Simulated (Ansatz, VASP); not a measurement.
# One calculation of HRh6, two programs

The input INCAR:

```
SYSTEM = HRh6
PREC = Accurate
ENCUT = 520
EDIFF = 1E-7
ISMEAR = 0
SIGMA = 0.1
LREAL = .False.
LASPH = .True.
NELM = 60
ALGO = Fast
ISIF = 2
LWAVE = .False.
LCHARG = .False.
LDIPOL = .True.
IDIPOL = 3
DIPOL = 0.5 0.5 0.306
GGA = PE
NBANDS = 104
```

Contents of KPOINTS:

```
regular mesh
0
Gamma
  6 6 1
  0 0 0
```

The input POSCAR:

```
HRh6
1.0
    5.4165863251      0.0000000000      0.0000000000
   -2.7082931626      4.6909013593      0.0000000000
    0.0000000000      0.0000000000     22.2966119230
Rh H
12 2
Direct
    0.3333333333      0.1666666667      0.1793994538
    0.3333333333      0.6666666667      0.1793994538
    0.8333333333      0.1666666667      0.1793994538
    0.8333333333      0.6666666667      0.1793994538
    0.1666666667      0.3333333333      0.2757769167
    0.1666666667      0.8333333333      0.2757769167
    0.6666666667      0.3333333333      0.2757769167
    0.6666666667      0.8333333333      0.2757769167
    0.0000000000      0.0000000000      0.3721019118
    0.0000000000      0.5000000000      0.3721019118
    0.5000000000      0.0000000000      0.3721019118
    0.5000000000      0.5000000000      0.3721019118
    0.1870590048      0.3741180096      0.4887115567
    0.3129409952      0.6258819904      0.4887115567
```

Input for Ansatz:

```yaml
crystal:
  lattice:
    - [5.4165863251, 0.0, 0.0]
    - [-2.7082931626, 4.6909013593, 0.0]
    - [0.0, 0.0, 22.296611923]
  atoms:
    - { symbol: Rh, position: [0.3333333333, 0.1666666667, 0.1793994538] }
    - { symbol: Rh, position: [0.3333333333, 0.6666666667, 0.1793994538] }
    - { symbol: Rh, position: [0.8333333333, 0.1666666667, 0.1793994538] }
    - { symbol: Rh, position: [0.8333333333, 0.6666666667, 0.1793994538] }
    - { symbol: Rh, position: [0.1666666667, 0.3333333333, 0.2757769167] }
    - { symbol: Rh, position: [0.1666666667, 0.8333333333, 0.2757769167] }
    - { symbol: Rh, position: [0.6666666667, 0.3333333333, 0.2757769167] }
    - { symbol: Rh, position: [0.6666666667, 0.8333333333, 0.2757769167] }
    - { symbol: Rh, position: [0.0, 0.0, 0.3721019118] }
    - { symbol: Rh, position: [0.0, 0.5, 0.3721019118] }
    - { symbol: Rh, position: [0.5, 0.0, 0.3721019118] }
    - { symbol: Rh, position: [0.5, 0.5, 0.3721019118] }
    - { symbol: H, position: [0.1870590048, 0.3741180096, 0.4887115567] }
    - { symbol: H, position: [0.3129409952, 0.6258819904, 0.4887115567] }
basis:
  ecutwfc: 420
kpoints:
  mp_grid: { grid: [6, 6, 1] }
hamiltonian:
  xc: pbe
  pseudopotentials: { kind: paw, azcp: { folder: soft_1 } }
scf:
  occupations: { method: gaussian, width: 0.1 }
output:
  forces: true
  eigenvalues: true
efield:
  axis: 3
  dipole_correction: true
  ramp_width: 0.04
```

Alike in both runs: task single point; functional PBE; k mesh 6 × 6 × 1; occupations gaussian, width 0.1 eV; no spin polarisation.

|  | VASP | Ansatz |
| --- | --- | --- |
| version | VASP 6.6.1 | Ansatz 0.2.0 |
| potentials or method | VASP PAW PBE potentials, release 64 (Rh_pv, H), cutoff 520 eV | scalar-relativistic, plane waves, PAW |
| valence electrons in the cell | 182 | 206 |

```tsv
	VASP	Ansatz	Ansatz less VASP
gap on the k mesh at the Fermi level (eV)	none	none	-
rms of the force components (eV/Å)	0.912	0.911	-0.0003
```

Atom by atom the forces differ by 0.001 eV/Å (rms over components). A gap of «none» marks a metal or a gap that the smearing closes. The functional is the same, so the differences come from potentials, cutoffs and numerics. VASP's potentials hold 182 valence electrons a cell and Ansatz's 206, so a difference there can come from the potentials and not from the codes.
